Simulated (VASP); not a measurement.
# InSe (R3m) in VASP: further runs

InSe is run at these levels: PBE+D3(BJ); tasks: single point.

Everything below comes from runs of VASP 6.6.1. Logs are shortened: lines on timing, memory, paths and dates and some standing lists are left out, and cuts for length are marked.

**The experiment to reproduce.**

From “The Interaction of Hydrogen with the van der Waals Crystal γ-InSe”, 2020, pmc:7321205, for a bulk crystal of InSe at 300 K: band gap 1.25 eV.

The runs below are set against these values where they give the same quantity.

## Step 1: The cell of the first run

Symmetry: R3m, No. 160, trigonal system. Conventional cell: a = 4.037 Å, b = 4.037 Å, c = 24.908 Å, α = 90.00°, β = 90.00°, γ = 120.00°. Within 3.5 Å of In (site symmetry 3m) lie 3 Se at 2.66 Å and 1 In at 2.79 Å. In (site symmetry 3m) has 3 Se at 2.66 Å and 1 In at 2.79 Å within 3.5 Å. Within 3.5 Å of Se (site symmetry 3m) lie 3 In at 2.66 Å. Within 3.5 Å of Se (site symmetry 3m) lie 3 In at 2.66 Å.

## Step 2: Single point, PBE+D3(BJ)

Input file INCAR:

```
SYSTEM = InSe
PREC     = Accurate       ! precision mode
ENCUT    = 520            ! plane-wave cutoff, eV
EDIFF    = 1E-7           ! SCF threshold, eV
ISMEAR   = 0              ! smearing method
SIGMA    = 0.02           ! smearing width, eV
LREAL    = .FALSE.        ! projectors in reciprocal space
LASPH    = .TRUE.         ! aspherical terms in the spheres
NELM     = 100            ! most SCF steps
ALGO     = Normal         ! electronic algorithm
ISIF     = 2              ! what is computed and relaxed
LWAVE    = .FALSE.        ! write WAVECAR
LCHARG   = .TRUE.         ! write CHGCAR
GGA      = PE             ! functional
IVDW     = 12             ! dispersion correction
LELF     = .TRUE.         ! ELF
LVHAR    = .TRUE.       
NBANDS   = 27             ! bands
```

Input file KPOINTS:

```
Automatic mesh
0
G
  12 12 12
  0 0 0
```

Input file POSCAR:

```
InSe
1.0
    2.0184887264      1.1653750095      8.3027172804
   -2.0184887264      1.1653750095      8.3027172804
    0.0000000000     -2.3307500190      8.3027172804
In Se
2 2
Direct
   -0.0003856652     -0.0003856652     -0.0003856652
    0.1117587352      0.1117587352      0.1117587352
    0.6147242531      0.6147242531      0.6147242531
    0.8299026770      0.8299026770      0.8299026770
```

Potentials or basis: VASP PAW PBE potentials, release 64 (In_d, Se).

On the command line:

```sh
$ cat potpaw_PBE.64/In_d/POTCAR potpaw_PBE.64/Se/POTCAR > POTCAR
$ mpirun -np 1 vasp_std > vasp.out
```

OUTCAR:

```text
SYSTEM = InSe
   PREC = Accurate
   ENCUT = 520
   EDIFF = 1E-7
   ISMEAR = 0
   LREAL = .FALSE.
   LASPH = .TRUE.
   NELM = 100
   ISIF = 2
   GGA = PE
   IVDW = 12
 IVDW          = 12

 ion  position               nearest neighbor table
   1  1.000  1.000  1.000-   3 2.66   3 2.66   3 2.66   2 2.79
   2  0.112  0.112  0.112-   4 2.66   4 2.66   4 2.66   1 2.79
   3  0.615  0.615  0.615-   1 2.66   1 2.66   1 2.66
   4  0.830  0.830  0.830-   2 2.66   2 2.66   2 2.66

  LATTYP: Found a trigonal (rhomboedric) cell.
 ALAT       =     8.6236598895
 COS(alpha) =     0.8904280446

  Lattice vectors:

 A1 = (   2.0184887264,   1.1653750095,   8.3027172804)
 A2 = (  -2.0184887264,   1.1653750095,   8.3027172804)
 A3 = (   0.0000000000,  -2.3307500190,   8.3027172804)

Analysis of symmetry for initial positions (statically):
=====================================================================
 Subroutine PRICEL returns:
 Original cell was already a primitive cell.

 Routine SETGRP: Setting up the symmetry group for a
 trigonal (rhombohedral) supercell.

 Subroutine GETGRP returns: Found  6 space group operations
 (whereof  6 operations were pure point group operations)
 out of a pool of 12 trial point group operations.

The static configuration has the point symmetry C_3v.

Analysis of symmetry for dynamics (positions and initial velocities):
=====================================================================
 Subroutine PRICEL returns:
 Original cell was already a primitive cell.

 Routine SETGRP: Setting up the symmetry group for a
 trigonal (rhombohedral) supercell.

 Subroutine GETGRP returns: Found  6 space group operations
 (whereof  6 operations were pure point group operations)
 out of a pool of 12 trial point group operations.

The dynamic configuration has the point symmetry C_3v.

 Subroutine INISYM returns: Found  6 space group operations
 (whereof  6 operations are pure point group operations),
 and found     1 'primitive' translations

----------------------------------------------------------------------------------------

                                     Primitive cell

  volume of cell :     117.1827

  direct lattice vectors                    reciprocal lattice vectors
     2.018488726  1.165375009  8.302717280     0.247710078  0.143015480  0.040147499
    -2.018488726  1.165375009  8.302717280    -0.247710078  0.143015480  0.040147499
     0.000000000 -2.330750019  8.302717280     0.000000000 -0.286030961  0.040147499

  length of vectors
     8.623659889  8.623659889  8.623659889     0.288834783  0.288834783  0.288834783

  position of ions in fractional coordinates (direct lattice)
     0.999614335  0.999614335  0.999614335
     0.111758735  0.111758735  0.111758735
     0.614724253  0.614724253  0.614724253
     0.829902677  0.829902677  0.829902677

  ion indices of the primitive-cell ions
   primitive index   ion index
                 1           1
                 2           2
                 3           3
                 4           4

----------------------------------------------------------------------------------------

 KPOINTS: Automatic mesh

Automatic generation of k-mesh.
 Grid dimensions read from file:
 generate k-points for:   12   12   12

 Generating k-lattice:

  Cartesian coordinates                     Fractional coordinates (reciprocal lattice)
     0.020642507  0.011917957  0.003345625     0.083333333  0.000000000  0.000000000
    -0.020642507  0.011917957  0.003345625     0.000000000  0.083333333  0.000000000
     0.000000000 -0.023835913  0.003345625     0.000000000  0.000000000  0.083333333

  Length of vectors
     0.024069565  0.024069565  0.024069565

  Shift w.r.t. Gamma in fractional coordinates (k-lattice)
     0.000000000  0.000000000  0.000000000

 Subroutine IBZKPT returns following result:
 ===========================================

 Found    189 irreducible k-points:

 Following reciprocal coordinates:
            Coordinates               Weight
  0.000000  0.000000  0.000000      1.000000
  0.083333 -0.000000  0.000000      6.000000
  0.166667 -0.000000 -0.000000      6.000000
  0.250000 -0.000000  0.000000      6.000000
  0.333333 -0.000000 -0.000000      6.000000
  0.416667 -0.000000 -0.000000      6.000000
[... 16 lines left out ...]
  0.500000  0.166667 -0.000000     12.000000
 -0.416667  0.166667  0.000000     12.000000
 [... further k-points ...]
   k-points           NKPTS =    189   k-points in BZ     NKDIM =    189   number of bands    NBANDS=     27
   number of dos      NEDOS =    301   number of ions     NIONS =      4
   total plane-waves  NPLWV = 262144
   dimension x,y,z NGX =    64 NGY =   64 NGZ =   64
   dimension x,y,z NGXF=   128 NGYF=  128 NGZF=  128
   ions per type =               2   2
   NGX,Y,Z   is equivalent  to a cutoff of  12.34, 12.34, 12.34 a.u.
   NGXF,Y,Z  is equivalent  to a cutoff of  24.68, 24.68, 24.68 a.u.
 SYSTEM =  InSe
   PREC   = accura    normal or accurate (medium, high low for compatibility)
   ISTART =      0    job   : 0-new  1-cont  2-samecut
   ICHARG =      2    charge: 1-file 2-atom 10-const
   ISPIN  =      1    spin polarized calculation?
   LNONCOLLINEAR =      F non collinear calculations
   LSORBIT =      F    spin-orbit coupling
   LASPH  =      T    aspherical Exc in radial PAW
   ENCUT  =  520.0 eV  38.22 Ry    6.18 a.u.  16.03 16.03 16.03*2*pi/ulx,y,z
   NELM   =    100;   NELMIN=  2; NELMDL= -5     # of ELM steps
   EDIFF  = 0.1E-06   stopping-criterion for ELM
   LREAL  =      F    real-space projection
   EDIFFG = 0.1E-05   stopping-criterion for IOM
   NSW    =      0    number of steps for IOM
   IBRION =     -1    ionic relax: 0-MD 1-quasi-New 2-CG
   NFREE  =      0    steps in history (QN), initial steepest desc. (CG)
   ISIF   =      2    stress and relaxation
   ISYM   =      2    0-nonsym 1-usesym 2-fastsym
   POTIM  = 0.5000    time-step for ionic-motion
   TEBEG  =    0.0;   TEEND  =   0.0 temperature during run
   PSTRESS=    0.0 pullay stress
   NELECT =      38.0000    total number of electrons
   NUPDOWN=      -1.0000    fix difference up-down
   EMIN   =  10.00;   EMAX   =-10.00  energy-range for DOS
   EFERMI =   0.00;   METHOD = LEGACY
   ISMEAR =     0;   SIGMA  =   0.02  broadening in eV -4-tet -1-fermi 0-gaus
   EFERMI_NEDOS =   21; number of points for ismear=-14 and -15
   IALGO  =     38    algorithm
   IMIX   =      4    mixing-type and parameters
     AMIX     =   0.40;   BMIX     =  1.00
     AMIX_MAG =   1.60;   BMIX_MAG =  1.00
  volume/ion in A,a.u.               =      29.30       197.70
  Fermi-wavevector in a.u.,A,eV,Ry     =   1.124730  2.125431 17.211602  1.265017
  Thomas-Fermi vector in A             =   2.261403
   LORBIT       =      0    0 simple, 1 ext, 2 COOP (PROOUT), +10 PAW based schemes
   GGA     = PE    functional components
   LHFCALC =     F    Hartree Fock is set to
   AEXX    =    0.0000 exact exchange contribution
   IVDW    =    12    specifies the selected vdW correction
   LEPSILON=     F    determine dielectric tensor
   LRPA    =     F    only Hartree local field effects (RPA)
 non-spin polarized calculation
 Gauss-broadening in eV      SIGMA  =   0.02
  energy-cutoff  :      520.00
  volume of cell :      117.18
 maximum number of plane-waves:      3183
   NGX = 33   NGY = 33   NGZ = 33

 number of electron      37.9999997 magnetization

 Free energy of the ion-electron system (eV)
  ---------------------------------------------------
  ext. energy  EPLUGINS =         0.00000000
  ---------------------------------------------------
  free energy    TOTEN  =       -14.15596678 eV

  energy without entropy =      -14.15596678  energy(sigma->0) =      -14.15596678

 E-fermi :   4.2807     XC(G=0):  -8.9159

 val. band max:        4.1407257449   @ k =   0.5000   0.5000   0.5000
 cond. band min:       4.4254209530   @ k =   0.5000   0.5000   0.5000
 fundamental gap:      0.2846952081
 Fermi energy:         4.2806749596

 k-point     1 :       0.0000    0.0000    0.0000
  band No.  band energies     occupation
      1     -10.7068      2.00000
      2     -10.5207      2.00000
      3     -10.5207      2.00000
      4     -10.4372      2.00000
      5     -10.4372      2.00000
      6     -10.4296      2.00000
[... 19 lines left out ...]
     26       9.5060      0.00000
     27      11.5799      0.00000

 k-point     2 :       0.0833   -0.0000    0.0000
  band No.  band energies     occupation
      1     -10.7065      2.00000
      2     -10.5469      2.00000
      3     -10.5197      2.00000
      4     -10.4625      2.00000
      5     -10.4324      2.00000
      6     -10.4315      2.00000
[... 19 lines left out ...]
     26       9.6675      0.00000
     27      11.6500      0.00000

 k-point     3 :       0.1667   -0.0000   -0.0000
  band No.  band energies     occupation
      1     -10.7097      2.00000
      2     -10.6030      2.00000
      3     -10.5242      2.00000
      4     -10.5178      2.00000
      5     -10.4365      2.00000
      6     -10.4195      2.00000
[... 19 lines left out ...]
     26      10.0488      0.00000
     27      10.9542      0.00000

 k-point     4 :       0.2500   -0.0000    0.0000
  band No.  band energies     occupation
      1     -10.7335      2.00000
      2     -10.6430      2.00000
      3     -10.5951      2.00000
      4     -10.5168      2.00000
      5     -10.4431      2.00000
      6     -10.4018      2.00000
[... 19 lines left out ...]
     26      10.4972      0.00000
     27      10.7843      0.00000
[... 516 lines left out ...]
      4     -10.5256      2.00000
      5     -10.4425      2.00000
      6     -10.3877      2.00000
[... 19 lines left out ...]
     26      10.7745      0.00000
     27      11.0906      0.00000

 k-point    23 :       0.5000    0.1667   -0.0000
  band No.  band energies     occupation
      1     -10.8089      2.00000
      2     -10.7041      2.00000
      3     -10.6496      2.00000
      4     -10.5291      2.00000
      5     -10.4436      2.00000
      6     -10.3799      2.00000
[... 19 lines left out ...]
     26      10.9834      0.00000
     27      11.5865      0.00000

 k-point    24 :      -0.4167    0.1667    0.0000
  band No.  band energies     occupation
      1     -10.8189      2.00000
      2     -10.7141      2.00000
      3     -10.6488      2.00000
      4     -10.5304      2.00000
      5     -10.4440      2.00000
      6     -10.3770      2.00000
[... 19 lines left out ...]
     26      11.1192      0.00000
     27      11.8126      0.00000

 [... further k-points ...]

------------------------ aborting loop because EDIFF is reached ----------------------------------------

 Edisp (eV)   -1.19871

 E8    (eV) :    -0.5498

  FORCE on cell =-STRESS in cart. coord.  units (eV):
  Direction    XX          YY          ZZ          XY          YZ          ZX
  --------------------------------------------------------------------------------------
  -------------------------------------------------------------------------------------
  Total       0.02879     0.02879     0.02713     0.00000     0.00000     0.00000
  in kB       0.39358     0.39358     0.37094     0.00000     0.00000     0.00000
  external pressure =        0.39 kB  Pullay stress =        0.00 kB

 VOLUME and BASIS-vectors are now :
 -----------------------------------------------------------------------------
  energy-cutoff  :      520.00
  volume of cell :      117.18
      direct lattice vectors                 reciprocal lattice vectors
     2.018488726  1.165375009  8.302717280     0.247710078  0.143015480  0.040147499
    -2.018488726  1.165375009  8.302717280    -0.247710078  0.143015480  0.040147499
     0.000000000 -2.330750019  8.302717280     0.000000000 -0.286030961  0.040147499

 POSITION                                       TOTAL-FORCE (eV/Angst)
 -----------------------------------------------------------------------------------
      0.00000      0.00000     24.89855         0.000000     -0.000000      0.014043
      0.00000      0.00000      2.78370         0.000000     -0.000000     -0.014056
      0.00000      0.00000     15.31165         0.000000      0.000000     -0.014731
      0.00000      0.00000     20.67134         0.000000     -0.000000      0.014744
 -----------------------------------------------------------------------------------
    total drift:                                0.000000      0.000000     -0.000679

  FREE ENERGIE OF THE ION-ELECTRON SYSTEM (eV)
  ---------------------------------------------------
  free  energy   TOTEN  =       -15.3546777254 eV

  energy  without entropy=      -15.3546777254  energy(sigma->0) =      -15.35467773
```

Run time: 27 min. Hardware: 1 thread of Intel Xeon Platinum 8488C (Sapphire Rapids), shared host; peak memory 0.87 GiB.

What came out:

```yaml
Free_energy: -15.3547 eV
Pressure: 0.0 GPa
Largest_force: 0.015 eV/Å
Band_gap_on_the_k_mesh: 0.28 eV, direct
Dispersion_energy_per_atom: -0.300 eV
```

Forces in eV/Å, atoms in the order of the input:
```
In   0.000  0.000  0.014
In   0.000  0.000 -0.014
Se   0.000  0.000 -0.015
Se   0.000  0.000  0.015
```

Levels at points of the mesh, in eV from the valence-band top:
```csv
k point,band 15,band 16,band 17,band 18,band 19,band 20,band 21,band 22,band 23,band 24
"(0.00, 0.00, 0.00)",-1.60,-1.39,-1.39,-1.25,-1.25,1.68,2.00,4.23,4.23,5.09
"(0.50, 0.00, 0.00)",-3.50,-2.44,-2.40,-2.22,-1.68,1.10,1.92,3.65,3.95,4.64
"(0.50, 0.50, 0.00)",-3.24,-2.68,-2.56,-2.03,-1.52,1.06,1.94,3.28,3.51,4.19
"(0.50, 0.50, 0.50)",-1.46,-1.46,-1.17,-1.17,0.00,0.28,2.08,4.13,4.13,5.52
```

Caveat: spin-orbit coupling is left out, which moves the levels of the heavy elements.

(Continued in part 2 of 2.)
